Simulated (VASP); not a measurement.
# Ga: single point with PBE

Ga:

```
Ga
1.0
     0.00000    2.12309    2.12309
     2.12309    0.00000    2.12309
     2.12309    2.12309    0.00000
Ga
2
Direct
  0.87500 0.87500 0.87500
  0.12500 0.12500 0.12500
```

```
Program             : VASP 6.6.1
Task                : single point
Functional          : PBE
Potentials or basis : VASP PAW PBE potentials, release 64 (Ga_d)
Cutoff              : 520 eV
k mesh              : 15 × 15 × 15
Occupations         : fermi-dirac, width 0.05 eV
Spin                : no spin polarisation
```

- Pressure: 347.5 GPa
- Band gap on the k mesh: zero (band 13 reaches 21.20 eV, above the bottom of band 14 at 9.35 eV)

Levels at points of the mesh, in eV from the Fermi level:
| k point | band 11 | band 12 | band 13 | band 14 | band 15 | band 16 |
| --- | --- | --- | --- | --- | --- | --- |
| (0.00, 0.00, 0.00) | -15.76 | 7.57 | 7.57 | 7.57 | 8.46 | 8.46 |

Wall time 29 s on 1 thread of Intel(R) Xeon(R) Platinum 8259CL CPU @ 2.50GHz (Skylake/Cascade Lake) (shared host), peak memory 0.16 GiB.
